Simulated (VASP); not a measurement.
Crystal: C.

```
CELL_PARAMETERS angstrom
0.00000 2.12700 3.34800
1.22800 0.00000 3.34800
1.22800 2.12700 0.00000
ATOMIC_POSITIONS crystal
C 0.16667 0.83333 0.16667
C 0.83333 0.16667 0.83333
```

Base run:

```yaml
Program: VASP 6.6.1
Functional: r2SCAN
Potentials_or_basis: VASP PAW PBE potentials, release 64 (C)
Cutoff: 520 eV
k_mesh: 11 × 11 × 11
Occupations: methfessel-paxton, width 0.1 eV
Spin: no spin polarisation
```

Its results: band gap on the k mesh 0.73 eV, indirect (least direct gap 0.88 eV); pressure 1.1 GPa; largest force 0.034 eV/Å.

Question: After a change of settings the same cell gave: band gap on the k mesh 1.90 eV, indirect (least direct gap 2.00 eV); pressure 1.1 GPa; largest force 0.014 eV/Å. Which change was it?
A. k mesh from 11 × 11 × 11 to 7 × 7 × 7
B. k mesh from 11 × 11 × 11 to 4 × 4 × 4; further incar settings from ALGO = Normal; EDIFF = 1e-07; NBANDS = 11 to ALGO = Normal; EDIFF = 1e-06; NBANDS = 11
C. k mesh from 11 × 11 × 11 to 13 × 13 × 13; occupations from methfessel-paxton, width 0.1 eV to methfessel-paxton, width 0.079 eV

Answer: A.

Caveats: some runs use coarse meshes; the PAW data sets were made with another functional, which shifts forces and pressure a little.
